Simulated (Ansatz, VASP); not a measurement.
**One calculation of Al4CoNi3, two programs**

```
Al Ni Co
1.0
     2.87750    0.00000    0.00000
     0.00000    2.87750    0.00000
     0.00000    0.00000   11.59042
Al Ni Co
4 3 1
Direct
  0.00000 0.00000 0.62201
  0.00000 0.00000 0.87434
  0.00000 0.00000 0.12566
  0.00000 0.00000 0.37799
  0.50000 0.50000 0.74767
  0.50000 0.50000 0.00000
  0.50000 0.50000 0.25233
  0.50000 0.50000 0.50000
```

Alike in both runs: task single point; functional PBE; k mesh 6 × 6 × 2; occupations gaussian, width 0.1 eV; collinear spin.

```csv
,VASP,Ansatz
version,VASP 6.6.1,Ansatz 0.2.0
potentials or method,"VASP PAW PBE potentials, release 64 (Al, Ni, Co), cutoff 520 eV","scalar-relativistic, plane waves, PAW"
valence electrons in the cell,51,83
```

Ansatz gave:

- gap on the k mesh at the Fermi level (eV): none
- pressure (GPa): 0.1
- traceless stress, the component that is largest in VASP (GPa): 1.08
- rms of the force components (eV/Å): 0.013
- net moment per atom (μB): 0.05
- size of the moment on the site where the two differ most (μB): 0.44

Task: What did VASP give for the same quantities?

Result: gap on the k mesh at the Fermi level (eV): none; pressure (GPa): 0.1; traceless stress, the component that is largest in VASP (GPa): 1.10; rms of the force components (eV/Å): 0.014; net moment per atom (μB): 0.05; size of the moment on the site where the two differ most (μB): 0.44.

Site moments also hang on the region over which each program counts them. Atom by atom the forces differ by 0.001 eV/Å (rms over components). A gap of «none» marks a metal or a gap that the smearing closes. VASP's potentials hold 51 valence electrons a cell and Ansatz's 83, so a difference there can come from the potentials and not from the codes.

The k mesh is coarse, so the values compare programs but aren't converged.
